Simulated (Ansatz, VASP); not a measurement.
# YGa3Te: VASP beside Ansatz

```
Y Ga Te
1.0
     3.99737    0.00000    0.00000
     0.00000    3.99737    0.00000
     0.00000    0.00000    7.72308
Y Ga Te
1 3 1
Direct
  0.00000 0.00000 0.93352
  0.50000 0.50000 0.10401
  0.00000 0.50000 0.33992
  0.50000 0.00000 0.33992
  0.50000 0.50000 0.74264
```

Alike in both runs: functional PBE; k mesh 4 × 4 × 4; occupations gaussian, width 0.1 eV; no spin polarisation.

Ansatz relaxed the structure, and its values are those at the end. VASP's run is a single point on that final structure, the one shown.

```csv
,VASP,Ansatz
version,VASP 6.6.1,Ansatz 0.2.0
potentials or method,"VASP PAW PBE potentials, release 64 (Y_sv, Ga_d, Te), cutoff 520 eV","scalar-relativistic, plane waves, PAW"
valence electrons in the cell,56,66
```

|  | VASP | Ansatz | Ansatz less VASP |
| --- | --- | --- | --- |
| gap on the k mesh at the Fermi level (eV) | none | none | - |
| pressure (GPa) | 0.1 | 0.1 | -0.06 |
| rms of the force components (eV/Å) | 0.004 | 0.004 | +0.0008 |

A gap of «none» marks a metal or a gap that the smearing closes. VASP's potentials hold 56 valence electrons a cell and Ansatz's 66, so a difference there can come from the potentials and not from the codes.

The k mesh is coarse, so the values compare programs but aren't converged. Neither program's run includes spin-orbit coupling.
